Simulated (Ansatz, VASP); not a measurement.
# Two plane-wave programs on Na

```
Na
1.0
    -1.99045    1.99045    2.11750
     1.99045   -1.99045    2.11750
     1.99045    1.99045   -2.11750
Na
1
Direct
  0.00000 0.00000 0.00000
```

Change from the starting cell: strain -0.0600 x Voigt [1, 1, 0, 0, 0, 0], atoms carried along.

Alike in both runs: task single point; functional PBEsol; k mesh 16 × 16 × 16; occupations gaussian, width 0.15 eV; no spin polarisation.

|  | VASP | Ansatz |
| --- | --- | --- |
| version | VASP 6.6.1 | Ansatz 0.2.0 |
| potentials or method | VASP PAW PBE potentials, release 64 (Na_pv), cutoff 520 eV | scalar-relativistic, plane waves, PAW |
| valence electrons in the cell | 7 | 9 |

|  | VASP | Ansatz | Ansatz less VASP |
| --- | --- | --- | --- |
| gap on the k mesh at the Fermi level (eV) | none | none | - |
| pressure (GPa) | 0.7 | 0.7 | +0.03 |

VASP's potentials were made for PBE, not for PBEsol. A gap of «none» marks a metal or a gap that the smearing closes. VASP's potentials hold 7 valence electrons a cell and Ansatz's 9, so a difference there can come from the potentials and not from the codes.
